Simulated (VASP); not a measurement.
Wanted: the native input for a VASP 6.6.1 run.

```yaml
Task: relaxation of cell and atoms
Functional: RPBE
Dispersion: D3(BJ)
Potentials_or_basis: VASP PAW PBE potentials, release 64 (Y_sv)
Cutoff: 600 eV
k_mesh: 9 × 9 × 9
Occupations: fermi-dirac, width 0.05 eV
Spin: no spin polarisation
Dipole_correction: no
Further_INCAR_settings: ALGO = Normal; EDIFF = 1e-07; IBRION = 2; EDIFFG = -0.01; NSW = 60; ISIF = 3
```

The structure of Y lies in POSCAR:

```
Y
1.0
    0.0000000000      2.5519910612      2.5519910612
    2.5519910612      0.0000000000      2.5519910612
    2.5519910612      2.5519910612      0.0000000000
Y
1
Direct
    0.0000000000      0.0000000000      0.0000000000
```

One way to write it, as run:

INCAR

```
SYSTEM = Y
PREC     = Accurate       ! precision mode
ENCUT    = 600            ! plane-wave cutoff, eV
EDIFF    = 1E-7           ! SCF threshold, eV
ISMEAR   = -1             ! smearing method
SIGMA    = 0.05           ! smearing width, eV
LREAL    = .FALSE.        ! projectors in reciprocal space
LASPH    = .TRUE.         ! aspherical terms in the spheres
NELM     = 100            ! most SCF steps
ALGO     = Normal         ! electronic algorithm
ISIF     = 3              ! what is computed and relaxed
LWAVE    = .FALSE.        ! write WAVECAR
LCHARG   = .FALSE.        ! write CHGCAR
GGA      = RP             ! functional
IVDW     = 12             ! dispersion correction
IBRION   = 2              ! ionic algorithm
NSW      = 60             ! ionic steps
EDIFFG   = -0.01          ! ionic threshold
```

KPOINTS

```
Automatic mesh
0
G
  9 9 9
  0 0 0
```

Potentials or basis: VASP PAW PBE potentials, release 64 (Y_sv).

Command:

```console
$ cat potpaw_PBE.64/Y_sv/POTCAR > POTCAR
$ mpirun -np 1 vasp_std > vasp.out
```

It gave:

```yaml
Relaxed_volume: 21.80 Å³/atom
Relaxed_cell: a = 3.136 Å, b = 3.136 Å, c = 3.136 Å, α = 60.00°, β = 60.00°, γ = 60.00°
Space_group_after_relaxing_to_0.05_Å: Fm-3m (No. 225)
Energy_gained_by_relaxing: 792.9 meV/atom
Ionic_steps: 16
Pressure_after_relaxing: 0.0 GPa
Dispersion_energy_per_atom: -3.846 eV
```

Caveat: the volume moved by over 15 % at a fixed basis, so the end points are rough; the PAW data sets were made with another functional, which shifts forces and pressure a little; pairwise dispersion overbinds metals, which lowers pressure and volume.

Wall time 95 s on 1 thread of Intel(R) Xeon(R) 6975P-C (Granite Rapids) (shared host), peak memory 0.22 GiB.
